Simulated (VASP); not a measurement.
# BaS (Fm-3m) in VASP: single point with PBE

Aim: the single point of BaS with PBE.

Everything below comes from runs of VASP 6.6.1. Logs are shortened: lines on timing, memory, paths and dates and some standing lists are left out, and cuts for length are marked.

## (1) The cell of the first run

Symmetry: Fm-3m, No. 225, cubic system. Conventional cell: a = 6.388 Å, b = 6.388 Å, c = 6.388 Å, α = 90.00°, β = 90.00°, γ = 90.00°. Within 4.2 Å of Ba (site symmetry m-3m) lie 6 S at 3.19 Å. Within 4.2 Å of S (site symmetry m-3m) lie 6 Ba at 3.19 Å.

## (2) Single point, PBE, non-collinear spin, zero start, spin-orbit coupling

File INCAR:

```
SYSTEM = BaS
  ALGO = Normal
  EDIFF = 1E-6
  ENCUT = 520
  GGA = PE
  GGA_COMPAT = .False.
  ISIF = 2
  ISMEAR = 0
  LASPH = .True.
  LCHARG = .False.
  LORBIT = 11
  LORBMOM = .True.
  LREAL = .False.
  LSORBIT = .True.
  LWAVE = .False.
  MAGMOM = 0 0 0 0 0 0
  NBANDS = 28
  NELM = 150
  PREC = Accurate
  SIGMA = 0.05
```

File KPOINTS:

```
k-points
0
Gamma
  12 12 12
  0 0 0
```

File POSCAR:

```
BaS
1.0
    0.0000000000      3.1937500000      3.1937500000
    3.1937500000      0.0000000000      3.1937500000
    3.1937500000      3.1937500000      0.0000000000
Ba S
1 1
Direct
    0.0000000000      0.0000000000      0.0000000000
    0.5000000000      0.5000000000      0.5000000000
```

Potentials or basis: VASP PAW PBE potentials, release 64 (Ba_sv, S).

Command:

```bash
$ cat potpaw_PBE.64/Ba_sv/POTCAR potpaw_PBE.64/S/POTCAR > POTCAR
$ mpirun -np 1 vasp_ncl > vasp.out
```

OUTCAR:

```text
SYSTEM = BaS
   EDIFF = 1E-6
   ENCUT = 520
   GGA = PE
   ISIF = 2
   ISMEAR = 0
   LASPH = .True.
   LORBIT = 11
   LREAL = .False.
   LSORBIT = .True.
   NELM = 150
   PREC = Accurate

 ion  position               nearest neighbor table
   1  0.000  0.000  0.000-   2 3.19   2 3.19   2 3.19   2 3.19   2 3.19   2 3.19
   2  0.500  0.500  0.500-   1 3.19   1 3.19   1 3.19   1 3.19   1 3.19   1 3.19

  LATTYP: Found a face centered cubic cell.
 ALAT       =     6.3875000000

  Lattice vectors:

 A1 = (   0.0000000000,   3.1937500000,   3.1937500000)
 A2 = (   3.1937500000,   0.0000000000,   3.1937500000)
 A3 = (   3.1937500000,   3.1937500000,   0.0000000000)

Analysis of symmetry for initial positions (statically):
=====================================================================
 Subroutine PRICEL returns:
 Original cell was already a primitive cell.

 Routine SETGRP: Setting up the symmetry group for a
 face centered cubic supercell.

 Subroutine GETGRP returns: Found 48 space group operations
 (whereof 48 operations were pure point group operations)
 out of a pool of 48 trial point group operations.

The static configuration has the point symmetry O_h .

Analysis of symmetry for dynamics (positions and initial velocities):
=====================================================================
 Subroutine PRICEL returns:
 Original cell was already a primitive cell.

 Routine SETGRP: Setting up the symmetry group for a
 face centered cubic supercell.

 Subroutine GETGRP returns: Found 48 space group operations
 (whereof 48 operations were pure point group operations)
 out of a pool of 48 trial point group operations.

The dynamic configuration has the point symmetry O_h .

Analysis of structural, dynamic, and magnetic symmetry:
=====================================================================
 Subroutine PRICEL returns:
 Original cell was already a primitive cell.

 Routine SETGRP: Setting up the symmetry group for a
 face centered cubic supercell.

 Subroutine GETGRP returns: Found 48 space group operations
 (whereof 48 operations were pure point group operations)
 out of a pool of 48 trial point group operations.

The overall configuration has the point symmetry O_h .

 Subroutine INISYM returns: Found 48 space group operations
 (whereof 48 operations are pure point group operations),
 and found     1 'primitive' translations

----------------------------------------------------------------------------------------

                                     Primitive cell

  volume of cell :      65.1527

  direct lattice vectors                    reciprocal lattice vectors
     0.000000000  3.193750000  3.193750000    -0.156555773  0.156555773  0.156555773
     3.193750000  0.000000000  3.193750000     0.156555773 -0.156555773  0.156555773
     3.193750000  3.193750000  0.000000000     0.156555773  0.156555773 -0.156555773

  length of vectors
     4.516644565  4.516644565  4.516644565     0.271162553  0.271162553  0.271162553

  position of ions in fractional coordinates (direct lattice)
     0.000000000  0.000000000  0.000000000
     0.500000000  0.500000000  0.500000000

  ion indices of the primitive-cell ions
   primitive index   ion index
                 1           1
                 2           2

----------------------------------------------------------------------------------------

 KPOINTS: k-points

Automatic generation of k-mesh.
 Grid dimensions read from file:
 generate k-points for:   12   12   12

 Generating k-lattice:

  Cartesian coordinates                     Fractional coordinates (reciprocal lattice)
    -0.013046314  0.013046314  0.013046314     0.083333333  0.000000000  0.000000000
     0.013046314 -0.013046314  0.013046314     0.000000000  0.083333333  0.000000000
     0.013046314  0.013046314 -0.013046314     0.000000000  0.000000000  0.083333333

  Length of vectors
     0.022596879  0.022596879  0.022596879

  Shift w.r.t. Gamma in fractional coordinates (k-lattice)
     0.000000000  0.000000000  0.000000000

 Subroutine IBZKPT returns following result:
 ===========================================

 Found     72 irreducible k-points:

 Following reciprocal coordinates:
            Coordinates               Weight
  0.000000  0.000000  0.000000      1.000000
  0.083333  0.000000  0.000000      8.000000
  0.166667  0.000000  0.000000      8.000000
  0.250000  0.000000  0.000000      8.000000
  0.333333  0.000000  0.000000      8.000000
  0.416667  0.000000  0.000000      8.000000
[... 16 lines left out ...]
  0.500000  0.166667  0.000000     24.000000
 -0.416667  0.166667  0.000000     24.000000
 [... further k-points ...]
   k-points           NKPTS =     72   k-points in BZ     NKDIM =     72   number of bands    NBANDS=     28
   number of dos      NEDOS =    301   number of ions     NIONS =      2
   total plane-waves  NPLWV =  46656
   dimension x,y,z NGX =    36 NGY =   36 NGZ =   36
   dimension x,y,z NGXF=    72 NGYF=   72 NGZF=   72
[... 27 lines left out ...]
   EFERMI =   0.00;   METHOD = LEGACY
   ISMEAR =     0;   SIGMA  =   0.05  broadening in eV -4-tet -1-fermi 0-gaus
   EFERMI_NEDOS =   21; number of points for ismear=-14 and -15
   IALGO  =     38    algorithm
   IMIX   =      4    mixing-type and parameters
     AMIX     =   0.40;   BMIX     =  1.00
     AMIX_MAG =   1.60;   BMIX_MAG =  1.00
  volume/ion in A,a.u.               =      32.58       219.84
  Fermi-wavevector in a.u.,A,eV,Ry     =   1.025189  1.937326 14.299891  1.051012
  Thomas-Fermi vector in A             =   2.159016
   LORBIT       =     11    0 simple, 1 ext, 2 COOP (PROOUT), +10 PAW based schemes
   GGA     = PE    functional components
   LHFCALC =     F    Hartree Fock is set to
   AEXX    =    0.0000 exact exchange contribution
   IVDW    =     0    specifies the selected vdW correction
   LEPSILON=     F    determine dielectric tensor
   LRPA    =     F    only Hartree local field effects (RPA)
 Gauss-broadening in eV      SIGMA  =   0.05
  energy-cutoff  :      520.00
  volume of cell :       65.15
 maximum number of plane-waves:      3614
 NGX is ok and might be reduce to    36
   NGX = 17   NGY = 17   NGZ = 17

 number of electron      16.0000000 magnetization       0.0000000      0.0000000      0.0000000

 number of electron      16.0000001 magnetization      -0.0000000     -0.0000000      0.0000000

 number of electron      16.0000001 magnetization       0.0000000      0.0000000     -0.0000000

 Free energy of the ion-electron system (eV)
  ---------------------------------------------------
  ext. energy  EPLUGINS =         0.00000000
  ---------------------------------------------------
  free energy    TOTEN  =       -10.38011882 eV

  energy without entropy =      -10.38011882  energy(sigma->0) =      -10.38011882

 E-fermi :   1.8083     XC(G=0):  -8.6274

 val. band max:        1.5016248529   @ k =   0.0000   0.0000   0.0000
 cond. band min:       3.5580217542   @ k =   0.5000   0.5000   0.0000
 fundamental gap:      2.0563969013
 Fermi energy:         1.8083011733

 k-point     1 :       0.0000    0.0000    0.0000
  band No.  band energies     occupation
      1     -24.6225      1.00000
      2     -24.6225      1.00000
      3     -11.0217      1.00000
      4     -11.0217      1.00000
      5      -9.0548      1.00000
      6      -9.0548      1.00000
[... 733 lines left out ...]
     27      10.1577      0.00000
     28      10.1577      0.00000

 [... further k-points ...]

------------------------ aborting loop because EDIFF is reached ----------------------------------------

  FORCE on cell =-STRESS in cart. coord.  units (eV):
  Direction    XX          YY          ZZ          XY          YZ          ZX
  --------------------------------------------------------------------------------------
  -------------------------------------------------------------------------------------
  Total        0.5749114      0.5749114      0.5749114      0.0000000      0.0000000     -0.0000000
  in kB       14.1376993     14.1376993     14.1376993      0.0000000      0.0000000     -0.0000000
  external PRESSURE =      14.1376993 kB  Pullay stress =       0.0000000 kB

 VOLUME and BASIS-vectors are now :
 -----------------------------------------------------------------------------
  energy-cutoff  :      520.00
  volume of cell :       65.15
      direct lattice vectors                 reciprocal lattice vectors
     0.000000000  3.193750000  3.193750000    -0.156555773  0.156555773  0.156555773
     3.193750000  0.000000000  3.193750000     0.156555773 -0.156555773  0.156555773
     3.193750000  3.193750000  0.000000000     0.156555773  0.156555773 -0.156555773

 POSITION                                       TOTAL-FORCE (eV/Angst)
 -----------------------------------------------------------------------------------
      0.00000      0.00000      0.00000         0.000000     -0.000000     -0.000000
      3.19375      3.19375      3.19375        -0.000000      0.000000      0.000000
 -----------------------------------------------------------------------------------
    total drift:                                0.000000      0.000000      0.000000

  FREE ENERGIE OF THE ION-ELECTRON SYSTEM (eV)
  ---------------------------------------------------
  free  energy   TOTEN  =       -10.3801188248 eV

  energy  without entropy=      -10.3801188248  energy(sigma->0) =      -10.38011882

 orbital moment (x)

 # of ion     p       d       tot
 ----------------------------------------
  1         0.000   0.000   0.000
  2         0.000   0.000   0.000
 ----------------------------------------
            0.000   0.000   0.000

 orbital moment (y)

 # of ion     p       d       tot
 ----------------------------------------
  1         0.000   0.000   0.000
  2         0.000   0.000   0.000
 ----------------------------------------
            0.000   0.000   0.000

 orbital moment (z)

 # of ion     p       d       tot
 ----------------------------------------
  1         0.000   0.000   0.000
  2         0.000   0.000   0.000
 ----------------------------------------
            0.000   0.000   0.000

 Spin-Orbit-Coupling matrix elements

 Ion:    1  E_soc:     -0.3890302
 l=   1
     0.0000000    -0.0646349    -0.0646349
    -0.0646349     0.0000000    -0.0646349
    -0.0646349    -0.0646349     0.0000000
 l=   2
     0.0000000    -0.0000137     0.0000000    -0.0000137    -0.0001897
    -0.0000137     0.0000000    -0.0001423    -0.0000137    -0.0000474
     0.0000000    -0.0001423     0.0000000    -0.0001423     0.0000000
    -0.0000137    -0.0000137    -0.0001423     0.0000000    -0.0000474
    -0.0001897    -0.0000474     0.0000000    -0.0000474     0.0000000
 l=   3
     0.0000000     0.0000000     0.0000000     0.0000000     0.0000000     0.0000000     0.0000000
     0.0000000     0.0000000     0.0000000     0.0000000     0.0000000     0.0000000     0.0000000
     0.0000000     0.0000000     0.0000000     0.0000000     0.0000000     0.0000000     0.0000000
     0.0000000     0.0000000     0.0000000     0.0000000     0.0000000     0.0000000     0.0000000
     0.0000000     0.0000000     0.0000000     0.0000000     0.0000000     0.0000000     0.0000000
     0.0000000     0.0000000     0.0000000     0.0000000     0.0000000     0.0000000     0.0000000
     0.0000000     0.0000000     0.0000000     0.0000000     0.0000000     0.0000000     0.0000000

 Ion:    2  E_soc:     -0.0023878
 l=   1
     0.0000000    -0.0003980    -0.0003980
    -0.0003980     0.0000000    -0.0003980
    -0.0003980    -0.0003980     0.0000000
 l=   2
     0.0000000     0.0000000     0.0000000     0.0000000     0.0000000
     0.0000000     0.0000000     0.0000000     0.0000000     0.0000000
     0.0000000     0.0000000     0.0000000     0.0000000     0.0000000
     0.0000000     0.0000000     0.0000000     0.0000000     0.0000000
     0.0000000     0.0000000     0.0000000     0.0000000     0.0000000
 l=   3
     0.0000000     0.0000000     0.0000000     0.0000000     0.0000000     0.0000000     0.0000000
     0.0000000     0.0000000     0.0000000     0.0000000     0.0000000     0.0000000     0.0000000
     0.0000000     0.0000000     0.0000000     0.0000000     0.0000000     0.0000000     0.0000000
     0.0000000     0.0000000     0.0000000     0.0000000     0.0000000     0.0000000     0.0000000
     0.0000000     0.0000000     0.0000000     0.0000000     0.0000000     0.0000000     0.0000000
     0.0000000     0.0000000     0.0000000     0.0000000     0.0000000     0.0000000     0.0000000
     0.0000000     0.0000000     0.0000000     0.0000000     0.0000000     0.0000000     0.0000000

 total charge

# of ion       s       p       d       tot
------------------------------------------
    1        2.011   5.618   0.278   7.906
    2        1.321   2.430   0.000   3.751
--------------------------------------------------
tot          3.332   8.048   0.278  11.657

 magnetization (x)

# of ion       s       p       d       tot
------------------------------------------
    1       -0.000   0.000   0.000  -0.000
    2        0.000   0.000   0.000   0.000
--------------------------------------------------
tot         -0.000   0.000   0.000  -0.000

 magnetization (y)

# of ion       s       p       d       tot
------------------------------------------
    1       -0.000  -0.000   0.000  -0.000
    2        0.000   0.000   0.000   0.000
--------------------------------------------------
tot         -0.000  -0.000   0.000  -0.000

 magnetization (z)

# of ion       s       p       d       tot
------------------------------------------
    1       -0.000  -0.000   0.000   0.000
    2       -0.000   0.000   0.000  -0.000
--------------------------------------------------
tot         -0.000  -0.000   0.000   0.000
```

Wall time 4 min (1 thread of Intel Xeon Platinum 8259CL at 2.50GHz (Skylake/Cascade Lake), shared host); peak memory 0.49 GiB.

Results:

| Item | Value |
| --- | --- |
| Free energy | -10.3801 eV |
| Pressure | 1.4 GPa |
| Net moment | 0.00 μB per cell |
| Valence electrons inside the program's atomic spheres | Ba 7.91; S 3.75 |

Moments on the atoms (μB; x, y, z):
```
Ba  0.00 0.00 0.00
S   0.00 0.00 0.00
```
